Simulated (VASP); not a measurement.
# Si4IrPt (P6/mmm) in VASP: notebook

Runs on Si4IrPt. Level: PBE. Tasks: single point, relaxation of cell and atoms.

Everything below comes from runs of VASP 6.6.1. Logs are shortened: lines on timing, memory, paths and dates and some standing lists are left out, and cuts for length are marked.

## (1) The cell of the first run

The structure is hexagonal, space group P6/mmm (No. 191). The conventional cell has a = 4.350 Å, b = 4.350 Å, c = 9.227 Å, α = 90.00°, β = 90.00°, γ = 120.00°. Si (site symmetry 6mm) has 1 Pt at 2.21 Å and 1 Ir at 2.40 Å within 2.9 Å. Si (site symmetry -6m2) has 3 Si at 2.51 Å and 3 Ir at 2.51 Å within 3.3 Å. Within 3.2 Å of Ir (site symmetry 6/mmm) lie 8 Si at 2.40 to 2.51 Å. Pt (site symmetry 6/mmm) has 2 Si at 2.21 Å within 2.9 Å.

The cell was generated, and may not be a known phase.

## (2) Single point, PBE

INCAR reads:

```
SYSTEM = Si4IrPt
PREC = Accurate ; ENCUT = 520
EDIFF = 1E-6 ; ISMEAR = 0
SIGMA = 0.1 ; LREAL = .False.
LASPH = .True. ; NELM = 100
ALGO = Normal ; ISIF = 2
LWAVE = .False. ; LCHARG = .False.
GGA = PE ; NBANDS = 26
```

KPOINTS reads:

```
regular mesh
0
Gamma
  12 12 4
  0 0 0
```

POSCAR reads:

```
Si4IrPt
1.0
    4.3495878973      0.0000000000      0.0000000000
   -2.1747939486      3.7668536150      0.0000000000
    0.0000000000      0.0000000000      9.2268180944
Si Ir Pt
4 1 1
Direct
    0.0000000000      0.0000000000      0.7602814451
    0.0000000000      0.0000000000      0.2397185549
    0.3333333333      0.6666666667      0.5000000000
    0.6666666667      0.3333333333      0.5000000000
    0.0000000000      0.0000000000      0.5000000000
    0.0000000000      0.0000000000      0.0000000000
```

Potentials or basis: VASP PAW PBE potentials, release 64 (Si, Ir, Pt).

Started as:

```sh
$ cat potpaw_PBE.64/Si/POTCAR potpaw_PBE.64/Ir/POTCAR potpaw_PBE.64/Pt/POTCAR > POTCAR
$ mpirun -np 1 vasp_std > vasp.out
```

OUTCAR:

```text
SYSTEM = Si4IrPt
   PREC = Accurate
   ENCUT = 520
   EDIFF = 1E-6
   ISMEAR = 0
   LREAL = .False.
   LASPH = .True.
   NELM = 100
   ISIF = 2
   GGA = PE

 ion  position               nearest neighbor table
   1  0.000  0.000  0.760-   6 2.21   5 2.40
   2  0.000  0.000  0.240-   6 2.21   5 2.40
   3  0.333  0.667  0.500-   4 2.51   5 2.51   4 2.51   5 2.51   5 2.51   4 2.51
   4  0.667  0.333  0.500-   3 2.51   5 2.51   3 2.51   5 2.51   5 2.51   3 2.51
   5  0.000  0.000  0.500-   1 2.40   2 2.40   3 2.51   4 2.51   3 2.51   4 2.51   4 2.51   3 2.51

   6  0.000  0.000  0.000-   1 2.21   2 2.21

  LATTYP: Found a hexagonal cell.
 ALAT       =     4.3495878973
 C/A-ratio  =     2.1213085727

  Lattice vectors:

 A1 = (   4.3495878973,   0.0000000000,   0.0000000000)
 A2 = (  -2.1747939486,   3.7668536150,   0.0000000000)
 A3 = (   0.0000000000,   0.0000000000,   9.2268180944)

Analysis of symmetry for initial positions (statically):
=====================================================================
 Subroutine PRICEL returns:
 Original cell was already a primitive cell.

 Routine SETGRP: Setting up the symmetry group for a
 hexagonal supercell.

 Subroutine GETGRP returns: Found 24 space group operations
 (whereof 24 operations were pure point group operations)
 out of a pool of 24 trial point group operations.

The static configuration has the point symmetry D_6h.

Analysis of symmetry for dynamics (positions and initial velocities):
=====================================================================
 Subroutine PRICEL returns:
 Original cell was already a primitive cell.

 Routine SETGRP: Setting up the symmetry group for a
 hexagonal supercell.

 Subroutine GETGRP returns: Found 24 space group operations
 (whereof 24 operations were pure point group operations)
 out of a pool of 24 trial point group operations.

The dynamic configuration has the point symmetry D_6h.

 Subroutine INISYM returns: Found 24 space group operations
 (whereof 24 operations are pure point group operations),
 and found     1 'primitive' translations

----------------------------------------------------------------------------------------

                                     Primitive cell

  volume of cell :     151.1746

  direct lattice vectors                    reciprocal lattice vectors
     4.349587897  0.000000000  0.000000000     0.229906838  0.132736775  0.000000000
    -2.174793949  3.766853615  0.000000000     0.000000000  0.265473550  0.000000000
     0.000000000  0.000000000  9.226818094     0.000000000  0.000000000  0.108379724

  length of vectors
     4.349587897  4.349587897  9.226818094     0.265473550  0.265473550  0.108379724

  position of ions in fractional coordinates (direct lattice)
     0.000000000  0.000000000  0.760281445
     0.000000000  0.000000000  0.239718555
     0.333333333  0.666666667  0.500000000
     0.666666667  0.333333333  0.500000000
     0.000000000  0.000000000  0.500000000
     0.000000000  0.000000000  0.000000000

  ion indices of the primitive-cell ions
   primitive index   ion index
                 1           1
                 2           2
                 3           3
                 4           4
                 5           5
                 6           6

----------------------------------------------------------------------------------------

 KPOINTS: regular mesh

Automatic generation of k-mesh.
 Grid dimensions read from file:
 generate k-points for:   12   12    4

 Generating k-lattice:

  Cartesian coordinates                     Fractional coordinates (reciprocal lattice)
     0.019158903  0.011061398  0.000000000     0.083333333  0.000000000  0.000000000
     0.000000000  0.022122796  0.000000000     0.000000000  0.083333333  0.000000000
     0.000000000  0.000000000  0.027094931     0.000000000  0.000000000  0.250000000

  Length of vectors
     0.022122796  0.022122796  0.027094931

  Shift w.r.t. Gamma in fractional coordinates (k-lattice)
     0.000000000  0.000000000  0.000000000

 Subroutine IBZKPT returns following result:
 ===========================================

 Found     57 irreducible k-points:

 Following reciprocal coordinates:
            Coordinates               Weight
  0.000000  0.000000  0.000000      1.000000
  0.083333 -0.000000  0.000000      6.000000
  0.166667 -0.000000  0.000000      6.000000
  0.250000 -0.000000  0.000000      6.000000
  0.333333  0.000000  0.000000      6.000000
  0.416667  0.000000  0.000000      6.000000
[... 16 lines left out ...]
  0.250000 -0.000000  0.250000     12.000000
  0.333333  0.000000  0.250000     12.000000
 [... further k-points ...]
   k-points           NKPTS =     57   k-points in BZ     NKDIM =     57   number of bands    NBANDS=     26
   number of dos      NEDOS =    301   number of ions     NIONS =      6
   total plane-waves  NPLWV =  71680
   dimension x,y,z NGX =    32 NGY =   32 NGZ =   70
   dimension x,y,z NGXF=    64 NGYF=   64 NGZF=  140
   ions per type =               4   1   1
   NGX,Y,Z   is equivalent  to a cutoff of  12.23, 12.23, 12.61 a.u.
   NGXF,Y,Z  is equivalent  to a cutoff of  24.46, 24.46, 25.22 a.u.
 SYSTEM =  Si4IrPt
   PREC   = accura    normal or accurate (medium, high low for compatibility)
   ISTART =      0    job   : 0-new  1-cont  2-samecut
   ICHARG =      2    charge: 1-file 2-atom 10-const
   ISPIN  =      1    spin polarized calculation?
   LNONCOLLINEAR =      F non collinear calculations
   LSORBIT =      F    spin-orbit coupling
   LASPH  =      T    aspherical Exc in radial PAW
   ENCUT  =  520.0 eV  38.22 Ry    6.18 a.u.   8.09  8.09 17.16*2*pi/ulx,y,z
   NELM   =    100;   NELMIN=  2; NELMDL= -5     # of ELM steps
   EDIFF  = 0.1E-05   stopping-criterion for ELM
   LREAL  =      F    real-space projection
   EDIFFG = 0.1E-04   stopping-criterion for IOM
   NSW    =      0    number of steps for IOM
   IBRION =     -1    ionic relax: 0-MD 1-quasi-New 2-CG
   NFREE  =      0    steps in history (QN), initial steepest desc. (CG)
   ISIF   =      2    stress and relaxation
   ISYM   =      2    0-nonsym 1-usesym 2-fastsym
   POTIM  = 0.5000    time-step for ionic-motion
   TEBEG  =    0.0;   TEEND  =   0.0 temperature during run
   PSTRESS=    0.0 pullay stress
   NELECT =      35.0000    total number of electrons
   NUPDOWN=      -1.0000    fix difference up-down
   EMIN   =  10.00;   EMAX   =-10.00  energy-range for DOS
   EFERMI =   0.00;   METHOD = LEGACY
   ISMEAR =     0;   SIGMA  =   0.10  broadening in eV -4-tet -1-fermi 0-gaus
   EFERMI_NEDOS =   21; number of points for ismear=-14 and -15
   IALGO  =     38    algorithm
   IMIX   =      4    mixing-type and parameters
     AMIX     =   0.40;   BMIX     =  1.00
     AMIX_MAG =   1.60;   BMIX_MAG =  1.00
  volume/ion in A,a.u.               =      25.20       170.03
  Fermi-wavevector in a.u.,A,eV,Ry     =   1.005243  1.899635 13.748882  1.010514
  Thomas-Fermi vector in A             =   2.137910
   LORBIT       =      0    0 simple, 1 ext, 2 COOP (PROOUT), +10 PAW based schemes
   GGA     = PE    functional components
   LHFCALC =     F    Hartree Fock is set to
   AEXX    =    0.0000 exact exchange contribution
   IVDW    =     0    specifies the selected vdW correction
   LEPSILON=     F    determine dielectric tensor
   LRPA    =     F    only Hartree local field effects (RPA)
 non-spin polarized calculation
 Gauss-broadening in eV      SIGMA  =   0.10
  energy-cutoff  :      520.00
  volume of cell :      151.17
 maximum number of plane-waves:      4094
   NGX = 17   NGY = 17   NGZ = 35

 number of electron      35.0000001 magnetization

 Free energy of the ion-electron system (eV)
  ---------------------------------------------------
  ext. energy  EPLUGINS =         0.00000000
  ---------------------------------------------------
  free energy    TOTEN  =       -32.65806546 eV

  energy without entropy =      -32.63630075  energy(sigma->0) =      -32.64718310

 E-fermi :   4.1803     XC(G=0):  -8.9464

 val. band max:        4.1642286477   @ k =   0.3333   0.1667   0.5000
 cond. band min:       4.1926151670   @ k =   0.4167   0.1667   0.2500
 fundamental gap:      0.0283865194
 Fermi energy:         4.1803447302

 k-point     1 :       0.0000    0.0000    0.0000
  band No.  band energies     occupation
      1      -8.6709      2.00000
      2      -4.6945      2.00000
      3      -3.8852      2.00000
      4      -2.6930      2.00000
      5      -2.6930      2.00000
      6      -1.6944      2.00000
[... 18 lines left out ...]
     25       7.1383      0.00000
     26       7.1536      0.00000

 k-point     2 :       0.0833   -0.0000    0.0000
  band No.  band energies     occupation
      1      -8.5893      2.00000
      2      -4.6777      2.00000
      3      -3.8444      2.00000
      4      -2.8758      2.00000
      5      -2.6309      2.00000
      6      -1.6886      2.00000
[... 18 lines left out ...]
     25       7.0674      0.00000
     26       7.1031      0.00000

 k-point     3 :       0.1667   -0.0000    0.0000
  band No.  band energies     occupation
      1      -8.3468      2.00000
      2      -4.6337      2.00000
      3      -3.7250      2.00000
      4      -3.3202      2.00000
      5      -2.4457      2.00000
      6      -1.6739      2.00000
[... 18 lines left out ...]
     25       7.0124      0.00000
     26       7.3683      0.00000

 k-point     4 :       0.2500   -0.0000    0.0000
  band No.  band energies     occupation
      1      -7.9512      2.00000
      2      -4.5875      2.00000
      3      -3.8743      2.00000
      4      -3.5376      2.00000
      5      -2.1415      2.00000
      6      -1.6594      2.00000
[... 18 lines left out ...]
     25       6.9441      0.00000
     26       8.1681      0.00000
[... 496 lines left out ...]
      1      -8.3430      2.00000
      2      -4.6135      2.00000
      3      -3.8561      2.00000
      4      -3.3195      2.00000
      5      -2.4458      2.00000
      6      -1.4185      2.00000
[... 18 lines left out ...]
     25       7.1412      0.00000
     26       7.6343      0.00000

 k-point    23 :       0.2500   -0.0000    0.2500
  band No.  band energies     occupation
      1      -7.9467      2.00000
      2      -4.5363      2.00000
      3      -3.9000      2.00000
      4      -3.7145      2.00000
      5      -2.1417      2.00000
      6      -1.4282      2.00000
[... 18 lines left out ...]
     25       7.2865      0.00000
     26       8.3279      0.00000

 k-point    24 :       0.3333    0.0000    0.2500
  band No.  band energies     occupation
      1      -7.4118      2.00000
      2      -4.6437      2.00000
      3      -4.3368      2.00000
      4      -3.5900      2.00000
      5      -1.7255      2.00000
      6      -1.4637      2.00000
[... 18 lines left out ...]
     25       7.6183      0.00000
     26       9.1146      0.00000

 [... further k-points ...]
[... 5 lines left out ...]
  --------------------------------------------------------------------------------------
  -------------------------------------------------------------------------------------
  Total        0.0890947      0.0890947      0.2064605      0.0000000      0.0000000     -0.0000000
  in kB        0.9442429      0.9442429      2.1881076      0.0000000      0.0000000     -0.0000000
  external PRESSURE =       1.3588645 kB  Pullay stress =       0.0000000 kB

 VOLUME and BASIS-vectors are now :
 -----------------------------------------------------------------------------
  energy-cutoff  :      520.00
  volume of cell :      151.17
      direct lattice vectors                 reciprocal lattice vectors
     4.349587897  0.000000000  0.000000000     0.229906838  0.132736775  0.000000000
    -2.174793949  3.766853615  0.000000000     0.000000000  0.265473550  0.000000000
     0.000000000  0.000000000  9.226818094     0.000000000  0.000000000  0.108379724

 POSITION                                       TOTAL-FORCE (eV/Angst)
 -----------------------------------------------------------------------------------
      0.00000      0.00000      7.01498         0.000000     -0.000000     -0.035094
      0.00000      0.00000      2.21184        -0.000000     -0.000000      0.035094
     -0.00000      2.51124      4.61341         0.000000     -0.000000      0.000000
      2.17479      1.25562      4.61341        -0.000000      0.000000      0.000000
      0.00000      0.00000      4.61341        -0.000000      0.000000      0.000000
      0.00000      0.00000      0.00000        -0.000000      0.000000      0.000000
 -----------------------------------------------------------------------------------
    total drift:                                0.000000     -0.000000     -0.000000

  FREE ENERGIE OF THE ION-ELECTRON SYSTEM (eV)
  ---------------------------------------------------
  free  energy   TOTEN  =       -32.6580654609 eV

  energy  without entropy=      -32.6363007466  energy(sigma->0) =      -32.64718310
```

It took 1.9 min on 1 thread of Intel Xeon Platinum 8559C (Emerald Rapids), shared host; peak memory 0.39 GiB.

What came out:

```
Free energy            : -32.6581 eV
Pressure               : 0.1 GPa
Largest force          : 0.035 eV/Å
Band gap on the k mesh : zero (an odd number of electrons rules out a gap without spin polarisation)
```

Forces in eV/Å, atoms in the order of the input:
```
Si   0.000  0.000 -0.035
Si   0.000  0.000  0.035
Si   0.000  0.000  0.000
Si   0.000  0.000  0.000
Ir   0.000  0.000  0.000
Pt   0.000  0.000  0.000
```

Stress tensor (GPa, compression positive):
```
0.09 0.00 0.00
0.00 0.09 0.00
0.00 0.00 0.22
```

Levels at points of the mesh, in eV from the Fermi level:
```tsv
k point	band 16	band 17	band 18	band 19	band 20	band 21
(0.00, 0.00, 0.00)	-1.13	-1.13	0.65	1.06	1.85	1.85
(0.50, 0.00, 0.00)	-0.94	-0.91	-0.08	0.23	0.65	0.69
(0.00, 0.00, 0.50)	-0.92	-0.92	-0.19	1.66	1.66	1.85
(0.50, 0.00, 0.50)	-0.94	-0.66	0.26	0.27	0.31	1.05
```

Caveat: spin-orbit coupling is left out, which moves the levels of the heavy elements.

(Continued in part 2 of 2.)

The gap in the log of VASP goes by the Fermi energy; the results here count the filled bands.